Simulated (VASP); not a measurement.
The system is P.

```
P
1.0
     1.47599   -2.63004    0.00000
     1.47599    2.63004    0.00000
     0.00000    0.00000    2.62716
P
1
Cartesian
  0.0000 0.0000 0.0000
```

The cell was generated, and may not be a known phase.

| Property | Result |
| --- | --- |
| Program | VASP 6.6.1 |
| Task | relaxation of cell and atoms |
| Functional | PBE |
| Potentials or basis | VASP PAW PBE potentials, release 64 (P) |
| Cutoff | 600 eV |
| k mesh | 6 × 6 × 6 |
| Occupations | gaussian, width 0.1 eV |
| Spin | no spin polarisation |

At the start: pressure -14.5 GPa; volume 20.40 Å³/atom.

Q: Where does the relaxation end?

A: Over 11 steps the energy falls by 316.9 meV/atom and the volume is 14.54 Å³/atom (-28.7 %); space group Cmmm (No. 65, to 0.1 Å) before, P6/mmm (No. 191, to 0.1 Å).

The path:
| step | energy change (eV) | largest force (eV/Å) | pressure (GPa) | volume (Å³) |
| --- | --- | --- | --- | --- |
| 1 | 0.0000 | 0.0000 | -14.55 | 20.40 |
| 2 | -0.2887 | 0.0000 | -1.20 | 15.40 |
| 3 | -0.2893 | 0.0000 | 0.05 | 15.19 |
| 4 | -0.3059 | 0.0000 | 0.33 | 14.70 |
| 5 | -0.3115 | 0.0000 | 0.64 | 14.44 |
| 6 | -0.3117 | 0.0000 | 0.11 | 14.53 |
| 7 | -0.3121 | 0.0000 | 0.35 | 14.49 |
| 8 | -0.3158 | 0.0000 | 0.28 | 14.50 |
| 9 | -0.3158 | 0.0000 | 0.29 | 14.50 |
| 10 | -0.3165 | 0.0000 | -0.05 | 14.56 |
| 11 | -0.3169 | 0.0000 | 0.07 | 14.54 |

Final structure:
```yaml
crystal:
  lattice:
    - [1.29817, -2.24602, 0.00000]
    - [1.29817, 2.24602, 0.00000]
    - [0.00000, 0.00000, 2.49303]
  atoms:
    - { symbol: P, position: [0.00000, 0.00000, 0.00000] }
```

Caveat: the k points lie up to 0.47 Å⁻¹ apart in the final cell, too coarse for converged energies and pressures of a metal; the volume moved by over 15 % at a fixed basis, so the end points are rough.
